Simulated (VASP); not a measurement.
# Na (P6_3/mmc) in VASP: further runs, part 2 of 2

VASP 6.6.1. The steps go on from the part before.

**5. Single point, PBEsol (strained)**

Input file INCAR:

```
SYSTEM = Na
PREC = Accurate ; ENCUT = 520
EDIFF = 1E-7 ; ISMEAR = 0
SIGMA = 0.1 ; LREAL = .False.
LASPH = .True. ; NELM = 100
ALGO = Fast ; ISIF = 2
LWAVE = .False. ; LCHARG = .False.
GGA = PS ; NBANDS = 14
```

Input file KPOINTS:

```
regular mesh
0
Gamma
  15 15 8
  0 0 0
```

Input file POSCAR:

```
Na
1.0
    3.6723362625      0.0000000000      0.0000000000
   -1.8361681313      3.1803364946      0.0000000000
    0.0000000000      0.0000000000      6.0916599800
Na
2
Direct
    0.3333333333      0.6666666667      0.2500000000
    0.6666666667      0.3333333333      0.7500000000
```

Potentials or basis: VASP PAW PBE potentials, release 64 (Na_pv).

The run is started by

```
> cat potpaw_PBE.64/Na_pv/POTCAR > POTCAR
> mpirun -np 1 vasp_std > vasp.out
```

OUTCAR:

```text
SYSTEM = Na
   PREC = Accurate
   ENCUT = 520
   EDIFF = 1E-7
   ISMEAR = 0
   LREAL = .False.
   LASPH = .True.
   NELM = 100
   ISIF = 2
   GGA = PS

 ion  position               nearest neighbor table
   1  0.333  0.667  0.250-
   2  0.667  0.333  0.750-

  LATTYP: Found a hexagonal cell.
 ALAT       =     3.6723362625
 C/A-ratio  =     1.6587968924

  Lattice vectors:

 A1 = (   3.6723362625,   0.0000000000,   0.0000000000)
 A2 = (  -1.8361681313,   3.1803364946,   0.0000000000)
 A3 = (   0.0000000000,   0.0000000000,   6.0916599800)

Analysis of symmetry for initial positions (statically):
=====================================================================
 Subroutine PRICEL returns:
 Original cell was already a primitive cell.

 Routine SETGRP: Setting up the symmetry group for a
 hexagonal supercell.

 Subroutine GETGRP returns: Found 24 space group operations
 (whereof 12 operations were pure point group operations)
 out of a pool of 24 trial point group operations.

The static configuration has the point symmetry D_3d.
 The point group associated with its full space group is D_6h.

Analysis of symmetry for dynamics (positions and initial velocities):
=====================================================================
 Subroutine PRICEL returns:
 Original cell was already a primitive cell.

 Routine SETGRP: Setting up the symmetry group for a
 hexagonal supercell.

 Subroutine GETGRP returns: Found 24 space group operations
 (whereof 12 operations were pure point group operations)
 out of a pool of 24 trial point group operations.

The dynamic configuration has the point symmetry D_3d.
 The point group associated with its full space group is D_6h.

 Subroutine INISYM returns: Found 24 space group operations
 (whereof 12 operations are pure point group operations),
 and found     1 'primitive' translations

----------------------------------------------------------------------------------------

                                     Primitive cell

  volume of cell :      71.1461

  direct lattice vectors                    reciprocal lattice vectors
     3.672336263  0.000000000  0.000000000     0.272306218  0.157216068  0.000000000
    -1.836168131  3.180336495  0.000000000     0.000000000  0.314432137  0.000000000
     0.000000000  0.000000000  6.091659980     0.000000000  0.000000000  0.164158867

  length of vectors
     3.672336263  3.672336263  6.091659980     0.314432137  0.314432137  0.164158867

  position of ions in fractional coordinates (direct lattice)
     0.333333333  0.666666667  0.250000000
     0.666666667  0.333333333  0.750000000

  ion indices of the primitive-cell ions
   primitive index   ion index
                 1           1
                 2           2

----------------------------------------------------------------------------------------

 KPOINTS: regular mesh

Automatic generation of k-mesh.
 Grid dimensions read from file:
 generate k-points for:   15   15    8

 Generating k-lattice:

  Cartesian coordinates                     Fractional coordinates (reciprocal lattice)
     0.018153748  0.010481071  0.000000000     0.066666667  0.000000000  0.000000000
     0.000000000  0.020962142  0.000000000     0.000000000  0.066666667  0.000000000
     0.000000000  0.000000000  0.020519858     0.000000000  0.000000000  0.125000000

  Length of vectors
     0.020962142  0.020962142  0.020519858

  Shift w.r.t. Gamma in fractional coordinates (k-lattice)
     0.000000000  0.000000000  0.000000000

 Subroutine IBZKPT returns following result:
 ===========================================

 Found    135 irreducible k-points:

 Following reciprocal coordinates:
            Coordinates               Weight
  0.000000  0.000000  0.000000      1.000000
  0.066667  0.000000  0.000000      6.000000
  0.133333  0.000000  0.000000      6.000000
  0.200000  0.000000  0.000000      6.000000
  0.266667  0.000000  0.000000      6.000000
  0.333333  0.000000  0.000000      6.000000
[... 16 lines left out ...]
  0.333333  0.200000  0.000000     12.000000
  0.400000  0.200000  0.000000      6.000000
 [... further k-points ...]
   k-points           NKPTS =    135   k-points in BZ     NKDIM =    135   number of bands    NBANDS=     14
   number of dos      NEDOS =    301   number of ions     NIONS =      2
   total plane-waves  NPLWV =  37632
   dimension x,y,z NGX =    28 NGY =   28 NGZ =   48
   dimension x,y,z NGXF=    56 NGYF=   56 NGZF=   96
   ions per type =               2
   NGX,Y,Z   is equivalent  to a cutoff of  12.68, 12.68, 13.10 a.u.
   NGXF,Y,Z  is equivalent  to a cutoff of  25.35, 25.35, 26.20 a.u.
 SYSTEM =  Na
   PREC   = accura    normal or accurate (medium, high low for compatibility)
   ISTART =      0    job   : 0-new  1-cont  2-samecut
   ICHARG =      2    charge: 1-file 2-atom 10-const
   ISPIN  =      1    spin polarized calculation?
   LNONCOLLINEAR =      F non collinear calculations
   LSORBIT =      F    spin-orbit coupling
   LASPH  =      T    aspherical Exc in radial PAW
   ENCUT  =  520.0 eV  38.22 Ry    6.18 a.u.   6.83  6.83 11.33*2*pi/ulx,y,z
   NELM   =    100;   NELMIN=  2; NELMDL= -5     # of ELM steps
   EDIFF  = 0.1E-06   stopping-criterion for ELM
   LREAL  =      F    real-space projection
   EDIFFG = 0.1E-05   stopping-criterion for IOM
   NSW    =      0    number of steps for IOM
   IBRION =     -1    ionic relax: 0-MD 1-quasi-New 2-CG
   NFREE  =      0    steps in history (QN), initial steepest desc. (CG)
   ISIF   =      2    stress and relaxation
   ISYM   =      2    0-nonsym 1-usesym 2-fastsym
   POTIM  = 0.5000    time-step for ionic-motion
   TEBEG  =    0.0;   TEEND  =   0.0 temperature during run
   PSTRESS=    0.0 pullay stress
   NELECT =      14.0000    total number of electrons
   NUPDOWN=      -1.0000    fix difference up-down
   EMIN   =  10.00;   EMAX   =-10.00  energy-range for DOS
   EFERMI =   0.00;   METHOD = LEGACY
   ISMEAR =     0;   SIGMA  =   0.10  broadening in eV -4-tet -1-fermi 0-gaus
   EFERMI_NEDOS =   21; number of points for ismear=-14 and -15
   IALGO  =     68    algorithm
   IMIX   =      4    mixing-type and parameters
     AMIX     =   0.40;   BMIX     =  1.00
     AMIX_MAG =   1.60;   BMIX_MAG =  1.00
  volume/ion in A,a.u.               =      35.57       240.06
  Fermi-wavevector in a.u.,A,eV,Ry     =   0.952212  1.799420 12.336515  0.906708
  Thomas-Fermi vector in A             =   2.080754
   LORBIT       =      0    0 simple, 1 ext, 2 COOP (PROOUT), +10 PAW based schemes
   GGA     = PS    functional components
   LHFCALC =     F    Hartree Fock is set to
   AEXX    =    0.0000 exact exchange contribution
   IVDW    =     0    specifies the selected vdW correction
   LEPSILON=     F    determine dielectric tensor
   LRPA    =     F    only Hartree local field effects (RPA)
 non-spin polarized calculation
 RMM-DIIS sequential band-by-band and
 Gauss-broadening in eV      SIGMA  =   0.10
  energy-cutoff  :      520.00
  volume of cell :       71.15
 maximum number of plane-waves:      1941
 NGX is ok and might be reduce to    28
   NGX = 13   NGY = 13   NGZ = 23

 number of electron      13.9999990 magnetization

 Free energy of the ion-electron system (eV)
  ---------------------------------------------------
  ext. energy  EPLUGINS =         0.00000000
  ---------------------------------------------------
  free energy    TOTEN  =        -2.79863986 eV

  energy without entropy =       -2.79312564  energy(sigma->0) =       -2.79588275

 E-fermi :   0.4435     XC(G=0):  -6.6106

 val. band max:        0.4289976473   @ k =   0.2000   0.2000   0.3750
 cond. band min:       0.4511759298   @ k =   0.4000  -0.0000   0.5000
 fundamental gap:      0.0221782825
 Fermi energy:         0.4435138251

 k-point     1 :       0.0000    0.0000    0.0000
  band No.  band energies     occupation
      1     -24.3641      2.00000
      2     -24.3305      2.00000
      3     -24.3305      2.00000
      4     -24.3253      2.00000
      5     -24.3253      2.00000
      6     -24.3246      2.00000
      7      -2.9425      2.00000
      8       0.9014      0.00000
      9       1.3399      0.00000
     10      10.7671      0.00000
     11      10.7671      0.00000
     12      11.1022      0.00000
     13      11.2026      0.00000
     14      11.2026      0.00000
[... 375 lines left out ...]
 k-point    24 :       0.4000    0.2000    0.0000
  band No.  band energies     occupation
      1     -24.3601      2.00000
      2     -24.3542      2.00000
      3     -24.3464      2.00000
      4     -24.3434      2.00000
      5     -24.3389      2.00000
      6     -24.3355      2.00000
      7       1.1077      0.00000
      8       1.2803      0.00000
      9       3.8307      0.00000
     10       4.7334      0.00000
     11       4.7663      0.00000
     12       5.2158      0.00000
     13       6.4936      0.00000
     14       7.5340      0.00000

 [... further k-points ...]
[... 5 lines left out ...]
  --------------------------------------------------------------------------------------
  -------------------------------------------------------------------------------------
  Total        0.1207020      0.1207020      0.0381656     -0.0000000      0.0000000      0.0000000
  in kB        2.7181524      2.7181524      0.8594722     -0.0000000      0.0000000      0.0000000
  external PRESSURE =       2.0985924 kB  Pullay stress =       0.0000000 kB

 VOLUME and BASIS-vectors are now :
 -----------------------------------------------------------------------------
  energy-cutoff  :      520.00
  volume of cell :       71.15
      direct lattice vectors                 reciprocal lattice vectors
     3.672336263  0.000000000  0.000000000     0.272306218  0.157216068  0.000000000
    -1.836168131  3.180336495  0.000000000     0.000000000  0.314432137  0.000000000
     0.000000000  0.000000000  6.091659980     0.000000000  0.000000000  0.164158867

 POSITION                                       TOTAL-FORCE (eV/Angst)
 -----------------------------------------------------------------------------------
     -0.00000      2.12022      1.52291         0.000000     -0.000000     -0.000000
      1.83617      1.06011      4.56874        -0.000000      0.000000      0.000000
 -----------------------------------------------------------------------------------
    total drift:                               -0.000000      0.000000      0.000000

  FREE ENERGIE OF THE ION-ELECTRON SYSTEM (eV)
  ---------------------------------------------------
  free  energy   TOTEN  =        -2.7986398586 eV

  energy  without entropy=       -2.7931256396  energy(sigma->0) =       -2.79588275
```

OSZICAR:

```text
N       E                     dE             d eps       ncg     rms          rms(c)
DAV:   1     0.102637811967E+03    0.10264E+03   -0.76648E+03  3780   0.976E+02
DAV:   2     0.130970838501E+01   -0.10133E+03   -0.10016E+03  3924   0.280E+02
DAV:   3    -0.274641085084E+01   -0.40561E+01   -0.40523E+01  4884   0.639E+01
DAV:   4    -0.280222679575E+01   -0.55816E-01   -0.55814E-01  4146   0.816E+00
DAV:   5    -0.280346733315E+01   -0.12405E-02   -0.12405E-02  4836   0.123E+00    0.337E-01
RMM:   6    -0.279987736074E+01    0.35900E-02   -0.42723E-03  4826   0.853E-01    0.202E-01
RMM:   7    -0.279868735628E+01    0.11900E-02   -0.37436E-03  4895   0.705E-01    0.650E-02
RMM:   8    -0.279861560071E+01    0.71756E-04   -0.74569E-04  4793   0.504E-01    0.557E-03
RMM:   9    -0.279863434570E+01   -0.18745E-04   -0.19621E-04  5485   0.174E-01    0.529E-03
RMM:  10    -0.279863785195E+01   -0.35063E-05   -0.43790E-05  5339   0.115E-01    0.317E-03
RMM:  11    -0.279866308609E+01   -0.25234E-04   -0.98628E-05  5066   0.128E-01    0.210E-02
RMM:  12    -0.279863986372E+01    0.23222E-04   -0.56831E-05  4838   0.121E-01    0.340E-03
RMM:  13    -0.279863958453E+01    0.27919E-06   -0.41078E-06  4946   0.374E-02    0.334E-04
RMM:  14    -0.279863976881E+01   -0.18427E-06   -0.12291E-06  3747   0.143E-02    0.659E-04
RMM:  15    -0.279863989610E+01   -0.12729E-06   -0.21773E-07  2610   0.570E-03    0.123E-03
RMM:  16    -0.279863985863E+01    0.37467E-07   -0.96754E-08  2184   0.508E-03
   1 F= -.27986399E+01 E0= -.27958827E+01  d E =-.551422E-02
```

stdout:

```text
POSCAR found type information on POSCAR Na
 POSCAR found :  1 types and       2 ions
 scaLAPACK will be used
 -----------------------------------------------------------------------------
|                                                                             |
|                                                                             |
|     You enforced a specific xc type in the INCAR file but a different       |
|     I HOPE YOU KNOW WHAT YOU ARE DOING!                                     |
|                                                                             |
 -----------------------------------------------------------------------------

 LDA part: xc-table for (Slater+PW92), standard interpolation
 POSCAR, INCAR and KPOINTS ok, starting setup
 FFT: planning ... GRIDC
 FFT: planning ... GRID_SOFT
 FFT: planning ... GRID
 WAVECAR not read
 entering main loop
```

Wall time 1.7 min (1 thread of Intel Xeon Platinum 8488C (Sapphire Rapids), shared host); peak memory 0.24 GiB.

Results:

* Free energy: -2.7986 eV
* Pressure: 0.2 GPa
* Band gap on the k mesh: zero (band 7 reaches 2.57 eV, above the bottom of band 8 at -1.90 eV)

Stress tensor (GPa, compression positive):
```
0.27 0.00 0.00
0.00 0.27 0.00
0.00 0.00 0.09
```

Caveat: the cell differs from its parent crystal (strained); the PAW data sets were made with another functional, which shifts forces and pressure a little.

**6. The runs side by side**

```tsv
cell	further INCAR settings	gap on the mesh (eV)	pressure (GPa)
a = 3.767, b = 3.767, c = 6.246 Å, angles 90.0, 90.0, 120.0°, 2 atoms	ALGO = Fast; EDIFF = 1e-06; NBANDS = 14	none	-0.4
a = 3.874, b = 3.874, c = 6.698 Å, angles 90.0, 90.0, 120.0°, 2 atoms	ALGO = Fast; EDIFF = 1e-07; NBANDS = 14	none	-1.0
a = 3.716, b = 3.716, c = 5.701 Å, angles 90.0, 90.0, 120.0°, 2 atoms	ALGO = Fast; EDIFF = 1e-06; NBANDS = 14	none	0.2
a = 3.672, b = 3.672, c = 6.092 Å, angles 90.0, 90.0, 120.0°, 2 atoms	ALGO = Fast; EDIFF = 1e-07; NBANDS = 14	none	0.2
```

Alike in all rows: task single point; level PBEsol; potentials or basis VASP PAW PBE potentials, release 64 (Na_pv); no spin polarisation; k mesh 15 × 15 × 8; cutoff (eV) 520; smearing gaussian 0.1 eV.

Caveats: the PAW data sets were made with another functional, which shifts forces and pressure a little.

Absolute energies hang on the potentials; compare differences alone.
